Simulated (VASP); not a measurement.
Runs of VASP 6.6.1 on W. The structure is that of space group Im-3m (No. 229), or close to it. The cells are those of the table. 

| level | cell | k mesh | cutoff (eV) | grid for exact exchange (PRECFOCK) | share of exact exchange | screening parameter | gap on the mesh (eV) | pressure (GPa) |
| --- | --- | --- | --- | --- | --- | --- | --- | --- |
| BHLYP | a = 2.777 Å, angles 109.5°, 1 atom | 6 × 6 × 6 | 520 | Normal | 0.5 | - | none | (b) |
| r2SCANh | a = 2.741 Å, angles 109.5°, 1 atom | 6 × 6 × 6 | 520 | Normal | 0.1 | - | none | (a) |
| r2SCAN | a = 2.777 Å, angles 109.5°, 1 atom | 12 × 12 × 12 | 550 | - | - | - | none | -9.3 |
| HSE06 | a = 2.704 Å, angles 109.5°, 1 atom | 8 × 8 × 8 | 520 | Normal | 0.25 | 0.2079 1/Å | none | 13.7 |
| r2SCAN0 | a = 2.741 Å, angles 109.5°, 1 atom | 6 × 6 × 6 | 520 | Normal | 0.25 | - | none | -6.0 |

Alike in all rows: task single point; potentials or basis VASP PAW PBE potentials, release 64 (W_sv); no spin polarisation; smearing fermi-dirac 0.05 eV.

Problem. Estimate the missing entries.

Solution. (a) -2.3; (b) -12.1.

Caveats: some runs use coarse meshes; the PAW data sets were made with another functional, which shifts forces and pressure a little; spin-orbit coupling is left out, which moves the levels of the heavy elements; the cell stands under tension (at least some runs); the cell stands under pressure (at least some runs).

A k mesh can miss the band edges, and the runs leave out spin-orbit coupling on W.

A gap of «none» marks levels without a gap at the run's occupations.
